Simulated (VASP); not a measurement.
# H (P6_3/mmc) in VASP: further runs, part 2 of 2

VASP 6.6.1.

## 3. Electric field gradients, PBE (volume scaled by 0.9405)

Input file INCAR:

```
SYSTEM = H
ALGO     = Normal         ! electronic algorithm
EDIFF    = 1E-8           ! SCF threshold, eV
ENCUT    = 520            ! plane-wave cutoff, eV
GGA      = PE             ! functional
ISIF     = 2              ! what is computed and relaxed
ISMEAR   = -1             ! smearing method
LASPH    = .True.         ! aspherical terms in the spheres
LCHARG   = .False.        ! write CHGCAR
LEFG     = .True.       
LREAL    = .False.        ! projectors in reciprocal space
LWAVE    = .False.        ! write WAVECAR
NBANDS   = 8              ! bands
NELM     = 60             ! most SCF steps
PREC     = Accurate       ! precision mode
SIGMA    = 0.05           ! smearing width, eV
```

Input file KPOINTS:

```
k-points
0
Gamma
  17 17 9
  0 0 0
```

Input file POSCAR:

```
H
1.0
    1.8931859138      0.0000000000      0.0000000000
   -0.9465929569      1.6395470954      0.0000000000
    0.0000000000      0.0000000000      1.8661603132
H
2
Direct
    0.3333333333      0.6666666667      0.2500000000
    0.6666666667      0.3333333333      0.7500000000
```

Potentials or basis: VASP PAW PBE potentials, release 64 (H).

The run is started by

```bash
$ cat potpaw_PBE.64/H/POTCAR > POTCAR
$ mpirun -np 1 vasp_std > vasp.out
```

OUTCAR:

```text
SYSTEM = H
   EDIFF = 1E-8
   ENCUT = 520
   GGA = PE
   ISIF = 2
   ISMEAR = -1
   LASPH = .True.
   LREAL = .False.
   NELM = 60
   PREC = Accurate

 ion  position               nearest neighbor table
   1  0.333  0.667  0.250-
   2  0.667  0.333  0.750-

  LATTYP: Found a hexagonal cell.
 ALAT       =     1.8931859138
 C/A-ratio  =     0.9857248037

  Lattice vectors:

 A1 = (   1.8931859138,   0.0000000000,   0.0000000000)
 A2 = (  -0.9465929569,   1.6395470954,   0.0000000000)
 A3 = (   0.0000000000,   0.0000000000,   1.8661603132)

Analysis of symmetry for initial positions (statically):
=====================================================================
 Subroutine PRICEL returns:
 Original cell was already a primitive cell.

 Routine SETGRP: Setting up the symmetry group for a
 hexagonal supercell.

 Subroutine GETGRP returns: Found 24 space group operations
 (whereof 12 operations were pure point group operations)
 out of a pool of 24 trial point group operations.

The static configuration has the point symmetry D_3d.
 The point group associated with its full space group is D_6h.

Analysis of symmetry for dynamics (positions and initial velocities):
=====================================================================
 Subroutine PRICEL returns:
 Original cell was already a primitive cell.

 Routine SETGRP: Setting up the symmetry group for a
 hexagonal supercell.

 Subroutine GETGRP returns: Found 24 space group operations
 (whereof 12 operations were pure point group operations)
 out of a pool of 24 trial point group operations.

The dynamic configuration has the point symmetry D_3d.
[... 409 lines left out ...]
  band No.  band energies     occupation
      1      -8.7729      2.00000
      2      13.1360      0.00000
      3      21.1643      0.00000
      4      33.2094      0.00000
      5      37.4938      0.00000
      6      47.6483      0.00000
      7      49.2443      0.00000
      8      57.7153      0.00000

 [... further k-points ...]

------------------------ aborting loop because EDIFF is reached ----------------------------------------

  FORCE on cell =-STRESS in cart. coord.  units (eV):
  Direction    XX          YY          ZZ          XY          YZ          ZX
  --------------------------------------------------------------------------------------
  -------------------------------------------------------------------------------------
  Total        0.2298725      0.2298725      0.2429134      0.0000000      0.0000000      0.0000000
  in kB       63.5816054     63.5816054     67.1886623      0.0000000      0.0000000      0.0000000
  external PRESSURE =      64.7839577 kB  Pullay stress =       0.0000000 kB

 VOLUME and BASIS-vectors are now :
 -----------------------------------------------------------------------------
  energy-cutoff  :      520.00
  volume of cell :        5.79
      direct lattice vectors                 reciprocal lattice vectors
     1.893185914  0.000000000  0.000000000     0.528210142  0.304962268  0.000000000
    -0.946592957  1.639547095  0.000000000     0.000000000  0.609924535  0.000000000
     0.000000000  0.000000000  1.866160313     0.000000000  0.000000000  0.535859643

 POSITION                                       TOTAL-FORCE (eV/Angst)
 -----------------------------------------------------------------------------------
     -0.00000      1.09303      0.46654        -0.000000      0.000000      0.000000
      0.94659      0.54652      1.39962         0.000000     -0.000000      0.000000
 -----------------------------------------------------------------------------------
    total drift:                               -0.000000      0.000000     -0.000000

  FREE ENERGIE OF THE ION-ELECTRON SYSTEM (eV)
  ---------------------------------------------------
  free  energy   TOTEN  =        -4.5325904296 eV

  energy  without entropy=       -4.5309397707  energy(sigma->0) =       -4.53176510

 Electric field gradients (V/A^2)
---------------------------------------------------------------------
 ion       V_xx      V_yy      V_zz      V_xy      V_xz      V_yz
---------------------------------------------------------------------
   1      -0.009    -0.008     0.017     0.000     0.000    -0.000
   2      -0.009    -0.008     0.017     0.000    -0.000     0.000
---------------------------------------------------------------------

 Electric field gradients after diagonalization (V/A^2)
 (convention: |V_zz| > |V_xx| > |V_yy|)
----------------------------------------------------------------------
 ion       V_xx      V_yy      V_zz     asymmetry (V_yy - V_xx)/ V_zz
----------------------------------------------------------------------
   1      -0.009    -0.008     0.017       0.056
   2      -0.009    -0.008     0.017       0.056
----------------------------------------------------------------------

           NMR quadrupolar parameters

 Cq : quadrupolar parameter    Cq=e*Q*V_zz/h
 eta: asymmetry parameters     (V_yy - V_xx)/ V_zz
 Q  : nuclear electric quadrupole moment in mb (millibarn)
----------------------------------------------------------------------
 ion       Cq(MHz)       eta       Q (mb)
----------------------------------------------------------------------
   1       0.000       0.056       1.000
   2       0.000       0.056       1.000
----------------------------------------------------------------------
```

OSZICAR:

```text
N       E                     dE             d eps       ncg     rms          rms(c)
DAV:   1    -0.431416557519E+01   -0.43142E+01   -0.11046E+03  3064   0.209E+02
DAV:   2    -0.453042480257E+01   -0.21626E+00   -0.21556E+00  3552   0.879E+00
DAV:   3    -0.453059763569E+01   -0.17283E-03   -0.17283E-03  2968   0.214E-01
DAV:   4    -0.453059763893E+01   -0.32388E-08   -0.33711E-08  3728   0.849E-04
DAV:   5    -0.453059763927E+01   -0.34577E-09   -0.19517E-13  2904   0.128E-06    0.717E-01
DAV:   6    -0.453156324361E+01   -0.96560E-03   -0.94504E-05  3216   0.595E-02    0.441E-01
DAV:   7    -0.453258675608E+01   -0.10235E-02   -0.59587E-04  3088   0.127E-01    0.232E-02
DAV:   8    -0.453259080896E+01   -0.40529E-05   -0.47956E-06  3424   0.140E-02    0.107E-02
DAV:   9    -0.453259042710E+01    0.38186E-06   -0.51442E-08  3304   0.174E-03    0.538E-04
DAV:  10    -0.453259042957E+01   -0.24630E-08   -0.53160E-10  2040   0.139E-04
   1 F= -.45325904E+01 E0= -.45317651E+01  d E =-.165066E-02
```

stdout:

```text
POSCAR found type information on POSCAR H
 POSCAR found :  1 types and       2 ions
 scaLAPACK will be used
 LDA part: xc-table for (Slater+PW92), standard interpolation
 POSCAR, INCAR and KPOINTS ok, starting setup
 FFT: planning ... GRIDC
 FFT: planning ... GRID_SOFT
 FFT: planning ... GRID
 WAVECAR not read
 entering main loop
ion   1

ion   2
```

Wall time 3.3 s (1 thread of Intel Xeon 6975P-C (Granite Rapids), shared host); peak memory 0.11 GiB.

What came out:

- Free energy: -4.5326 eV
- Pressure: 6.5 GPa
- Band gap on the k mesh: zero (band 1 reaches 7.42 eV, above the bottom of band 2 at -0.87 eV)

Stress tensor (GPa, compression positive):
```
6.36 0.00 0.00
0.00 6.36 0.00
0.00 0.00 6.72
```

Levels at points of the mesh, in eV from the Fermi level:
| k point | band 1 | band 2 | band 3 | band 4 |
| --- | --- | --- | --- | --- |
| (0.00, 0.00, 0.00) | -16.98 | 17.62 | 29.08 | 37.39 |

Caveat: the k points lie up to 0.37 Å⁻¹ apart; without QUAD_EFG the Cq values of the log hold for a quadrupole moment of 1 mb, not for the nuclei.
